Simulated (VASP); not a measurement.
Crystal: B3As.

```
B As
1.0
    -1.65350    1.65350    3.69354
     1.65350   -1.65350    3.69354
     1.65350    1.65350   -3.69354
B As
3 1
Cartesian
  0.0000 0.0000 3.6935
  1.6535 0.0000 1.8468
  0.0000 1.6535 1.8468
  0.0000 0.0000 0.0000
```

```yaml
Program: VASP 6.6.1
Task: relaxation of cell and atoms
Functional: r2SCAN
Potentials_or_basis: VASP PAW PBE potentials, release 64 (B, As)
Cutoff: 600 eV
k_mesh: 8 × 8 × 8
Occupations: gaussian, width 0.1 eV
Spin: no spin polarisation
```

At the start: pressure -5.9 GPa; volume 10.10 Å³/atom.

Question: How do energy, volume and symmetry change on relaxing?

Answer: Over 17 steps the energy falls by 333.7 meV/atom and the volume is 10.93 Å³/atom (+8.2 %); space group I4/mmm (No. 139, to 0.1 Å) before and after.

Step by step:
```tsv
step	energy change (eV)	largest force (eV/Å)	pressure (GPa)	volume (Å³)
1	0.0000	0.0000	-5.93	40.39
2	-0.2450	0.0000	-1.06	38.22
3	-0.4678	0.0000	8.28	35.86
4	-0.0110	0.0000	51.12	31.21
5	-0.5128	0.0000	13.62	34.87
6	-0.5135	0.0000	16.79	34.43
7	-0.5687	0.0000	19.27	34.26
8	-0.6317	0.0000	29.29	33.70
9	-0.8392	0.0000	25.10	34.70
10	-1.1734	0.0000	15.18	37.71
11	-1.2250	0.0000	12.02	39.20
12	-1.2350	0.0000	10.71	39.80
13	-1.2755	0.0000	8.23	40.99
14	-1.3012	0.0000	5.04	43.36
15	-1.3021	0.0000	5.43	42.95
16	-1.3303	0.0000	1.79	43.45
17	-1.3347	0.0000	-0.08	43.72
```

Final structure:
```xyz
4
Lattice="-1.4612 1.4612 5.1191 1.4612 -1.4612 5.1191 1.4612 1.4612 -5.1191" Properties=species:S:1:pos:R:3 pbc="T T T"
B     0.0000    0.0000    5.1191
B     1.4612    0.0000    2.5596
B     0.0000    1.4612    2.5596
As    0.0000    0.0000    0.0000
```

Caveat: a cell axis changed by over 15 % at a fixed basis, so the end point is rough; the PAW data sets were made with another functional, which shifts forces and pressure a little.
